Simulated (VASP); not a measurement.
A run of VASP 6.6.1 is set up as follows.

File INCAR:

```
SYSTEM = SiBi2Te5
  PREC = Accurate
  ENCUT = 500
  EDIFF = 1E-6
  ISMEAR = 0
  SIGMA = 0.1
  LREAL = .False.
  LASPH = .True.
  NELM = 120
  ALGO = Normal
  ISIF = 2
  LWAVE = .False.
  LCHARG = .False.
  GGA = PE
  NBANDS = 42
  GGA_COMPAT = .False.
```

The input KPOINTS:

```
regular mesh
0
Gamma
  12 12 2
  0 0 0
```

File POSCAR:

```
SiBi2Te5
1.0
    4.2062177481      0.0000000000      0.0000000000
   -2.1031088740      3.6426914237      0.0000000000
    0.0000000000      0.0000000000     17.6223358234
Si Bi Te
1 2 5
Direct
    0.0000000000      0.0000000000      0.5000000000
    0.3333333333      0.6666666667      0.1239182400
    0.6666666667      0.3333333333      0.8760817600
    0.3333333333      0.6666666667      0.4154307843
    0.6666666667      0.3333333333      0.5845692157
    0.6666666667      0.3333333333      0.2285649329
    0.3333333333      0.6666666667      0.7714350671
    0.0000000000      0.0000000000      0.0000000000
```

Potentials or basis: VASP PAW PBE potentials, release 64 (Si, Bi_d, Te).

Command:

```sh
$ cat potpaw_PBE.64/Si/POTCAR potpaw_PBE.64/Bi_d/POTCAR potpaw_PBE.64/Te/POTCAR > POTCAR
$ mpirun -np 1 vasp_std > vasp.out
```

(1) What does it give for the band gap on the k mesh?

(2) What does it give for the pressure?

(3) Estimate the largest force.

## Answers

(1) zero (bands 32 and 33 overlap by 0.53 eV).

(2) -0.5 GPa.

(3) 0.005 eV/Å.

Caveat: spin-orbit coupling is left out, which moves the levels of the heavy elements; this functional lacks dispersion, which binds layers or chains, so the pressure and a relaxed spacing across them are unreliable.
